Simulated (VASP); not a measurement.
A run of VASP 6.6.1 is set up as follows.

INCAR

```
SYSTEM = BaH4
  PREC = Accurate
  ENCUT = 520
  EDIFF = 1E-6
  ISMEAR = 0
  SIGMA = 0.02
  LREAL = .FALSE.
  LASPH = .TRUE.
  NELM = 60
  ALGO = Normal
  ISIF = 2
  LWAVE = .FALSE.
  LCHARG = .TRUE.
  GGA = PS
  LELF = .TRUE.
  LVHAR = .TRUE.
  NBANDS = 15
```

KPOINTS

```
regular mesh
0
G
  6 6 6
  0 0 0
```

File POSCAR:

```
BaH4
1.0
    3.7841377485     -2.2820829433     -0.0011282488
    3.7841377485      2.2820829433     -0.0011282488
   -2.3625183764      0.0000000000      3.7212393235
Ba H
1 4
Direct
    0.0000000000      0.0000000000      0.5000000000
    0.7415912572      0.7415912572      0.7599528174
    0.2584087428      0.2584087428      0.2400471826
    0.5386548712      0.5386548712      0.9685421304
    0.4613451288      0.4613451288      0.0314578696
```

Potentials or basis: VASP PAW PBE potentials, release 64 (Ba_sv, H).

Command:

```sh
$ cat potpaw_PBE.64/Ba_sv/POTCAR potpaw_PBE.64/H/POTCAR > POTCAR
$ mpirun -np 1 vasp_std > vasp.out
```

(1) Estimate the pressure.

(2) Predict the band gap on the k mesh.

Results:

(1) -1.2 GPa.

(2) 2.25 eV (least direct gap 2.67 eV).

Caveat: the PAW data sets were made with another functional, which shifts forces and pressure a little; spin-orbit coupling is left out, which moves the levels of the heavy elements.
